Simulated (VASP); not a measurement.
# ScS4 (P6/mmm) in VASP: notebook

Runs on ScS4. Level: PBE. Tasks: relaxation of cell and atoms, single point.

Everything below comes from runs of VASP 6.6.1. Logs are shortened: lines on timing, memory, paths and dates and some standing lists are left out, and cuts for length are marked.

### 1 The cell of the first run

It takes space group P6/mmm (No. 191, hexagonal). Conventional cell: a = 4.360 Å, b = 4.360 Å, c = 7.976 Å, α = 90.00°, β = 90.00°, γ = 120.00°. Within 2.9 Å of Sc (site symmetry 6/mmm) lie 6 S at 2.18 Å. Within 2.9 Å of S (site symmetry mmm) lie 4 S at 2.18 Å and 2 Sc at 2.18 Å. S (site symmetry 6/mmm) has 2 Sc at 3.99 Å and 18 S at 4.36 to 4.55 Å within 5.2 Å.

The cell was generated, and may not be a known phase.

### 2 Relaxation of cell and atoms, PBE

Contents of INCAR:

```
PREC = Accurate ; ENCUT = 600
EDIFF = 1E-6 ; ISMEAR = 0
SIGMA = 0.1 ; LREAL = F
LASPH = T ; NELM = 100
ALGO = Normal ; ISIF = 3
LWAVE = F ; LCHARG = F
GGA = PE ; IBRION = 2
NSW = 90 ; EDIFFG = -0.04
```

Contents of KPOINTS:

```
Automatic mesh
0
Gamma
  6 6 2
```

Contents of POSCAR:

```
ScS4
1.0
    4.3599747300      0.0000000000      0.0000000000
   -2.1799873600      3.7758488700      0.0000000000
    0.0000000000      0.0000000000      7.9762954300
Sc S
1 4
Direct
    0.0000000000      0.0000000000      0.0000000000
    0.5000000000      0.0000000000      0.0000000000
    0.0000000000      0.5000000000      0.0000000000
    0.5000000000      0.5000000000      0.0000000000
    0.0000000000      0.0000000000      0.5000000000
```

Potentials or basis: VASP PAW PBE potentials, release 64 (Sc_sv, S).

The run is started by

```
$ cat potpaw_PBE.64/Sc_sv/POTCAR potpaw_PBE.64/S/POTCAR > POTCAR
$ mpirun -np 1 vasp_std > vasp.out
```

OUTCAR:

```text
PREC = Accurate
   ENCUT = 600
   EDIFF = 1E-6
   ISMEAR = 0
   LREAL = F
   LASPH = T
   NELM = 100
   ISIF = 3
   GGA = PE
   IBRION = 2
   NSW = 90
   EDIFFG = -0.04

 ion  position               nearest neighbor table
   1  0.000  0.000  0.000-   3 2.18   3 2.18   4 2.18   4 2.18   2 2.18   2 2.18
   2  0.500  0.000  0.000-   4 2.18   4 2.18   3 2.18   3 2.18   1 2.18   1 2.18
   3  0.000  0.500  0.000-   1 2.18   1 2.18   2 2.18   2 2.18   4 2.18   4 2.18
   4  0.500  0.500  0.000-   2 2.18   2 2.18   1 2.18   1 2.18   3 2.18   3 2.18
   5  0.000  0.000  0.500-

  LATTYP: Found a hexagonal cell.
 ALAT       =     4.3599747300
 C/A-ratio  =     1.8294361605

  Lattice vectors:

 A1 = (   4.3599747300,   0.0000000000,   0.0000000000)
 A2 = (  -2.1799873600,   3.7758488700,   0.0000000000)
 A3 = (   0.0000000000,   0.0000000000,   7.9762954300)

Analysis of symmetry for initial positions (statically):
=====================================================================
 Subroutine PRICEL returns:
 Original cell was already a primitive cell.

 Routine SETGRP: Setting up the symmetry group for a
 hexagonal supercell.

 Subroutine GETGRP returns: Found 24 space group operations
 (whereof 24 operations were pure point group operations)
 out of a pool of 24 trial point group operations.

The static configuration has the point symmetry D_6h.

Analysis of symmetry for dynamics (positions and initial velocities):
=====================================================================
 Subroutine PRICEL returns:
 Original cell was already a primitive cell.

 Routine SETGRP: Setting up the symmetry group for a
 hexagonal supercell.

 Subroutine GETGRP returns: Found 24 space group operations
 (whereof 24 operations were pure point group operations)
 out of a pool of 24 trial point group operations.

The dynamic configuration has the point symmetry D_6h.

 Subroutine INISYM returns: Found 24 space group operations
 (whereof 24 operations are pure point group operations),
 and found     1 'primitive' translations

----------------------------------------------------------------------------------------

                                     Primitive cell

  volume of cell :     131.3106

  direct lattice vectors                    reciprocal lattice vectors
     4.359974730  0.000000000  0.000000000     0.229359128  0.132420554  0.000000000
    -2.179987360  3.775848870  0.000000000     0.000000000  0.264841108  0.000000000
[... 73 lines left out ...]
   ICHARG =      2    charge: 1-file 2-atom 10-const
   ISPIN  =      1    spin polarized calculation?
   LNONCOLLINEAR =      F non collinear calculations
   LSORBIT =      F    spin-orbit coupling
   LASPH  =      T    aspherical Exc in radial PAW
   ENCUT  =  600.0 eV  44.10 Ry    6.64 a.u.   8.71  8.71 15.93*2*pi/ulx,y,z
   NELM   =    100;   NELMIN=  2; NELMDL= -5     # of ELM steps
   EDIFF  = 0.1E-05   stopping-criterion for ELM
   LREAL  =      F    real-space projection
   EDIFFG = -.4E-01   stopping-criterion for IOM
   NSW    =     90    number of steps for IOM
   IBRION =      2    ionic relax: 0-MD 1-quasi-New 2-CG
   NFREE  =      1    steps in history (QN), initial steepest desc. (CG)
   ISIF   =      3    stress and relaxation
   ISYM   =      2    0-nonsym 1-usesym 2-fastsym
   POTIM  = 0.5000    time-step for ionic-motion
   TEBEG  =    0.0;   TEEND  =   0.0 temperature during run
   PSTRESS=    0.0 pullay stress
   NELECT =      35.0000    total number of electrons
   NUPDOWN=      -1.0000    fix difference up-down
   EMIN   =  10.00;   EMAX   =-10.00  energy-range for DOS
   EFERMI =   0.00;   METHOD = LEGACY
   ISMEAR =     0;   SIGMA  =   0.10  broadening in eV -4-tet -1-fermi 0-gaus
   EFERMI_NEDOS =   21; number of points for ismear=-14 and -15
   IALGO  =     38    algorithm
   IMIX   =      4    mixing-type and parameters
     AMIX     =   0.40;   BMIX     =  1.00
     AMIX_MAG =   1.60;   BMIX_MAG =  1.00
  volume/ion in A,a.u.               =      26.26       177.23
  Fermi-wavevector in a.u.,A,eV,Ry     =   1.053572  1.990962 15.102658  1.110014
  Thomas-Fermi vector in A             =   2.188699
   LORBIT       =      0    0 simple, 1 ext, 2 COOP (PROOUT), +10 PAW based schemes
   GGA     = PE    functional components
   LHFCALC =     F    Hartree Fock is set to
   AEXX    =    0.0000 exact exchange contribution
   IVDW    =     0    specifies the selected vdW correction
   LEPSILON=     F    determine dielectric tensor
   LRPA    =     F    only Hartree local field effects (RPA)
 conjugate gradient relaxation of ions
 non-spin polarized calculation
 Gauss-broadening in eV      SIGMA  =   0.10
  energy-cutoff  :      600.00
  volume of cell :      131.31
 maximum number of plane-waves:      4412
 NGX is ok and might be reduce to    36
   NGX = 17   NGY = 17   NGZ = 31

--------------------------------------- Ionic step        1  -------------------------------------------

 number of electron      34.9999998 magnetization

 Free energy of the ion-electron system (eV)
  ---------------------------------------------------
  ext. energy  EPLUGINS =         0.00000000
  ---------------------------------------------------
  free energy    TOTEN  =       -15.03360201 eV

  energy without entropy =      -14.99188059  energy(sigma->0) =      -15.01274130

------------------------ aborting loop because EDIFF is reached ----------------------------------------

  FORCE on cell =-STRESS in cart. coord.  units (eV):
  Direction    XX          YY          ZZ          XY          YZ          ZX
  --------------------------------------------------------------------------------------
  -------------------------------------------------------------------------------------
  Total       43.4973621     43.4973619     -3.9519249      0.0000001     -0.0000000     -0.0000000
  in kB      530.7300712    530.7300695    -48.2191399      0.0000007     -0.0000000     -0.0000000
  external PRESSURE =     337.7470002 kB  Pullay stress =       0.0000000 kB
[... 787 lines left out ...]
     20      15.9500      0.00000
     21      16.4298      0.00000

[... ionic steps 4 to 12 ...]

--------------------------------------- Ionic step       13  -------------------------------------------

 number of electron      35.0000004 magnetization

------------------------ aborting loop because EDIFF is reached ----------------------------------------
[... 73 lines left out ...]
--------------------------------------- Ionic step       15  -------------------------------------------

 number of electron      35.0000000 magnetization

 Free energy of the ion-electron system (eV)
  ---------------------------------------------------
  ext. energy  EPLUGINS =         0.00000000
  ---------------------------------------------------
  free energy    TOTEN  =       -23.77413846 eV

  energy without entropy =      -23.74836460  energy(sigma->0) =      -23.76125153

 E-fermi :   2.2137     XC(G=0):  -8.7582

 val. band max:        2.1871474904   @ k =   0.3333   0.1667   0.0000
 cond. band min:       2.2500375471   @ k =   0.3333   0.0000   0.5000
 fundamental gap:      0.0628900567
 Fermi energy:         2.2137410247
[... 366 lines left out ...]
  FREE ENERGIE OF THE ION-ELECTRON SYSTEM (eV)
  ---------------------------------------------------
  free  energy   TOTEN  =       -23.7741384619 eV

  energy  without entropy=      -23.7483646029  energy(sigma->0) =      -23.76125153

 reached required accuracy - stopping structural energy minimisation
```

CONTCAR:

```text
ScS4
   1.00000000000000
     5.2367101018196927    0.0000000011756767    0.0000000000000000
    -2.6183550438862442    4.5351239701310488   -0.0000000000000000
     0.0000000000000000    0.0000000000000000    5.0329248136001947
  Sc              S
     1     4
Direct
     0.0000000000000000    0.0000000000000000    0.0000000000000000
     0.5000000000000000    0.0000000000000000    0.0000000000000000
     0.0000000000000000    0.5000000000000000    0.0000000000000000
     0.5000000000000000    0.5000000000000000    0.0000000000000000
     0.0000000000000000    0.0000000000000000    0.5000000000000000

  0.00000000E+00  0.00000000E+00  0.00000000E+00
  0.00000000E+00  0.00000000E+00  0.00000000E+00
  0.00000000E+00  0.00000000E+00  0.00000000E+00
  0.00000000E+00  0.00000000E+00  0.00000000E+00
  0.00000000E+00  0.00000000E+00  0.00000000E+00
```

It took 6.8 min on 1 thread of Intel Xeon 6975P-C (Granite Rapids), shared host; peak memory 0.32 GiB.

Results:

```yaml
Free_energy: -23.7741 eV
Relaxed_volume: 23.91 Å³/atom
Relaxed_cell: a = 5.237 Å, b = 5.237 Å, c = 5.033 Å, α = 90.00°, β = 90.00°, γ = 120.00°
Space_group_after_relaxing_to_0.1_Å: P6/mmm (No. 191)
Pressure_after_relaxing: 0.0 GPa
Band_gap_on_the_k_mesh: zero (an odd number of electrons rules out a gap without spin polarisation)
```

Final structure:
```
CELL_PARAMETERS angstrom
5.23671 0.00000 0.00000
-2.61836 4.53512 0.00000
0.00000 0.00000 5.03292
ATOMIC_POSITIONS crystal
Sc 0.00000 0.00000 0.00000
S 0.50000 0.00000 0.00000
S 0.00000 0.50000 0.00000
S 0.50000 0.50000 0.00000
S 0.00000 0.00000 0.50000
```

Levels at points of the mesh, in eV from the Fermi level:
| k point | band 14 | band 15 | band 16 | band 17 | band 18 | band 19 | band 20 | band 21 |
| --- | --- | --- | --- | --- | --- | --- | --- | --- |
| (0.00, 0.00, 0.00) | -0.24 | -0.24 | -0.21 | -0.21 | 1.75 | 1.89 | 1.89 | 2.80 |
| (0.50, 0.00, 0.00) | -2.05 | -1.49 | -0.76 | -0.67 | -0.56 | -0.18 | 2.78 | 2.96 |
| (0.00, 0.00, 0.50) | -1.15 | -1.15 | -0.39 | -0.39 | 1.76 | 2.86 | 2.86 | 3.07 |
| (0.50, 0.00, 0.50) | -1.93 | -1.84 | -1.71 | -1.46 | 0.17 | 0.50 | 2.78 | 3.04 |

Caveat: the k points lie up to 0.62 Å⁻¹ apart in the final cell, too coarse for converged energies and pressures of a metal; a cell axis changed by over 15 % at a fixed basis, so the end point is rough.

### 3 Relaxation of cell and atoms, PBE

This run uses another cell than the first one, of 23.85 Å³/atom.

Contents of INCAR:

```
PREC = Accurate ; ENCUT = 600
EDIFF = 1E-6 ; ISMEAR = 0
SIGMA = 0.1 ; LREAL = False
LASPH = True ; NELM = 100
ALGO = Normal ; ISIF = 3
LWAVE = False ; LCHARG = False
GGA = PE ; IBRION = 2
NSW = 90 ; EDIFFG = -0.04
```

Contents of KPOINTS:

```
regular mesh
0
Gamma
  6 6 4
```

Edit POSCAR of step 2 so:

```diff
@@ -2,5 +2,5 @@
 1.0
-    4.3599747300      0.0000000000      0.0000000000
-   -2.1799873600      3.7758488700      0.0000000000
-    0.0000000000      0.0000000000      7.9762954300
+    5.2338585547      0.0000000000      0.0000000000
+   -2.6169292774      4.5326544682      0.0000000000
+    0.0000000000      0.0000000000      5.0270593601
 Sc S
```

Potentials or basis: VASP PAW PBE potentials, release 64 (Sc_sv, S).

The run is started by

```
$ cat potpaw_PBE.64/Sc_sv/POTCAR potpaw_PBE.64/S/POTCAR > POTCAR
$ mpirun -np 1 vasp_std > vasp.out
```

Run time: 54 s. Hardware: 1 thread of Intel Xeon 6975P-C (Granite Rapids), shared host; peak memory 0.28 GiB.

Results (log left out):

```
Free energy                           : -23.8368 eV
Relaxed volume                        : 23.93 Å³/atom
Relaxed cell                          : a = 5.261 Å, b = 5.261 Å, c = 4.993 Å, α = 90.00°, β = 90.00°, γ = 120.00°
Space group after relaxing (to 0.1 Å) : P6/mmm (No. 191)
Energy gained by relaxing             : 1.0 meV/atom
Ionic steps                           : 2
Pressure after relaxing               : -0.2 GPa
Band gap on the k mesh                : zero (an odd number of electrons rules out a gap without spin polarisation)
```

The path:
| step | energy change (eV) | largest force (eV/Å) | pressure (GPa) | volume (Å³) |
| --- | --- | --- | --- | --- |
| 1 | 0.0000 | 0.0000 | 0.16 | 119.26 |
| 2 | -0.0050 | 0.0000 | -0.20 | 119.67 |

Final structure:
```yaml
crystal:
  lattice:
    - [5.26062, 0.00000, 0.00000]
    - [-2.63031, 4.55583, 0.00000]
    - [0.00000, 0.00000, 4.99343]
  atoms:
    - { symbol: Sc, position: [0.00000, 0.00000, 0.00000] }
    - { symbol: S, position: [0.50000, 0.00000, 0.00000] }
    - { symbol: S, position: [0.00000, 0.50000, 0.00000] }
    - { symbol: S, position: [0.50000, 0.50000, 0.00000] }
    - { symbol: S, position: [0.00000, 0.00000, 0.50000] }
```

Levels at points of the mesh, in eV from the Fermi level:
```
           k point  band 14  band 15  band 16  band 17  band 18  band 19  band 20  band 21
(0.00, 0.00, 0.00)    -0.23    -0.23    -0.21    -0.21     1.69     1.95     1.95     2.87
(0.50, 0.00, 0.00)    -2.05    -1.48    -0.75    -0.65    -0.54    -0.17     2.72     2.81
(0.00, 0.00, 0.50)    -1.18    -1.18    -0.40    -0.40     1.70     2.90     2.90     3.12
(0.50, 0.00, 0.50)    -1.93    -1.85    -1.70    -1.45     0.18     0.49     2.73     3.08
```

### 4 Single point, PBE

This run uses another cell than the first one, of 23.77 Å³/atom.

Contents of INCAR:

```
ALGO = Normal ; EDIFF = 1E-7
ENCUT = 520 ; GGA = PE
ISIF = 2 ; ISMEAR = 0
LASPH = T ; LCHARG = T
LELF = T ; LREAL = F
LVHAR = T ; LWAVE = F
NBANDS = 26 ; NELM = 80
PREC = Accurate ; SIGMA = 0.1
```

Contents of KPOINTS:

```
k-points
0
Gamma
  12 12 8
```

Edit POSCAR of step 3 so:

```diff
@@ -2,5 +2,5 @@
 1.0
-    5.2338585547      0.0000000000      0.0000000000
-   -2.6169292774      4.5326544682      0.0000000000
-    0.0000000000      0.0000000000      5.0270593601
+    5.2504075949      0.0000000000      0.0000000000
+   -2.6252037975      4.5469863574      0.0000000000
+    0.0000000000      0.0000000000      4.9787712322
 Sc S
```

The run is started by

```
$ cat potpaw_PBE.64/Sc_sv/POTCAR potpaw_PBE.64/S/POTCAR > POTCAR
$ mpirun -np 1 vasp_std > vasp.out
```

Run time: 2.5 min. Hardware: 1 thread of Intel Xeon 6975P-C (Granite Rapids), shared host; peak memory 0.4 GiB.

It converged, with:

```
Free energy            : -23.8339 eV
Pressure               : 0.1 GPa
Band gap on the k mesh : zero (an odd number of electrons rules out a gap without spin polarisation)
```

Levels at points of the mesh, in eV from the Fermi level:
```
           k point  band 15  band 16  band 17  band 18  band 19  band 20
(0.00, 0.00, 0.00)    -0.25    -0.24    -0.24     1.66     1.91     1.91
(0.50, 0.00, 0.00)    -1.56    -0.78    -0.69    -0.56    -0.19     2.68
(0.00, 0.00, 0.50)    -1.21    -0.44    -0.44     1.66     2.87     2.87
(0.50, 0.00, 0.50)    -1.90    -1.75    -1.53     0.16     0.47     2.68
```

### 5 Single point, PBE, collinear spin

This run uses another cell than the first one, of 23.79 Å³/atom.

Contents of INCAR:

```
  ALGO = Normal
  EDIFF = 1E-6
  ENCUT = 520
  GGA = PE
  ISIF = 2
  ISMEAR = 0
  ISPIN = 2
  LASPH = True
  LCHARG = False
  LMAXMIX = 4
  LORBIT = 11
  LREAL = False
  LWAVE = False
  MAGMOM = 1 0 0 0 0
  NBANDS = 30
  NELM = 150
  PREC = Accurate
  SIGMA = 0.1
```

Contents of KPOINTS:

```
k-points
0
Gamma
  6 6 4
```

Edit POSCAR of step 4 so:

```diff
@@ -2,5 +2,5 @@
 1.0
-    5.2504075949      0.0000000000      0.0000000000
-   -2.6252037975      4.5469863574      0.0000000000
-    0.0000000000      0.0000000000      4.9787712322
+    5.2490192142      0.0000000000      0.0000000000
+   -2.6245096071      4.5457839844      0.0000000000
+    0.0000000000      0.0000000000      4.9850265653
 Sc S
```

The run is started by

```
$ cat potpaw_PBE.64/Sc_sv/POTCAR potpaw_PBE.64/S/POTCAR > POTCAR
$ mpirun -np 1 vasp_std > vasp.out
```

Wall time 67 s (1 thread of Intel Xeon 6975P-C (Granite Rapids), shared host); peak memory 0.34 GiB.

It converged, with:

```
Free energy                                           : -23.8360 eV
Pressure                                              : 0.1 GPa
Net moment                                            : 0.00 μB per cell
Valence electrons inside the program's atomic spheres : Sc 9.45; S 3.58, 3.67 (each value once)
```

Stress tensor (GPa, compression positive):
```
 0.21  0.00  0.00
 0.00  0.21  0.00
 0.00  0.00 -0.03
```

Levels at points of the mesh, in eV from the Fermi level:
Spin up:
```
           k point  band 13  band 14  band 15  band 16  band 17  band 18  band 19  band 20  band 21  band 22
(0.00, 0.00, 0.00)    -0.51    -0.23    -0.23    -0.21    -0.21     1.72     1.95     1.95     2.88     2.91
(0.50, 0.00, 0.00)    -2.19    -2.05    -1.49    -0.76    -0.65    -0.54    -0.17     2.75     2.83     3.03
(0.00, 0.00, 0.50)    -2.81    -1.19    -1.19    -0.41    -0.41     1.72     2.92     2.92     3.13     3.59
(0.50, 0.00, 0.50)    -1.95    -1.93    -1.87    -1.71    -1.46     0.18     0.49     2.75     3.10     3.82
```
Spin down:
```
           k point  band 15  band 16  band 17  band 18  band 19  band 20
(0.00, 0.00, 0.00)    -0.23    -0.21    -0.21     1.72     1.95     1.95
(0.50, 0.00, 0.00)    -1.49    -0.76    -0.65    -0.54    -0.17     2.75
(0.00, 0.00, 0.50)    -1.19    -0.41    -0.41     1.72     2.92     2.92
(0.50, 0.00, 0.50)    -1.87    -1.71    -1.46     0.18     0.49     2.75
```

### 6 The runs side by side

| task | spin | cell | k mesh | cutoff (eV) | gap on the mesh (eV) | pressure (GPa) | relaxed volume (Å³/atom) |
| --- | --- | --- | --- | --- | --- | --- | --- |
| relaxation of cell and atoms | off | relaxed from a = 4.360, b = 4.360, c = 7.976 Å, angles 90.0, 90.0, 120.0°, 5 atoms | 6 × 6 × 2 | 600 | none | 0.0 | 23.91 |
| relaxation of cell and atoms | off | relaxed from a = 5.234, b = 5.234, c = 5.027 Å, angles 90.0, 90.0, 120.0°, 5 atoms | 6 × 6 × 4 | 600 | none | -0.2 | 23.93 |
| single point | off | a = 5.250, b = 5.250, c = 4.979 Å, angles 90.0, 90.0, 120.0°, 5 atoms | 12 × 12 × 8 | 520 | none | 0.1 | - |
| single point | collinear | a = 5.249, b = 5.249, c = 4.985 Å, angles 90.0, 90.0, 120.0°, 5 atoms | 6 × 6 × 4 | 520 | none | 0.1 | - |

Alike in all rows: level PBE; potentials or basis VASP PAW PBE potentials, release 64 (Sc_sv, S); smearing gaussian 0.1 eV.

Caveats: some runs use coarse meshes; a cell axis changed by over 15 % at a fixed basis, so the end point is rough (at least some runs).

Absolute energies hang on the potentials; compare differences alone.

The gap in the log of VASP goes by the Fermi energy; the results here count the filled bands.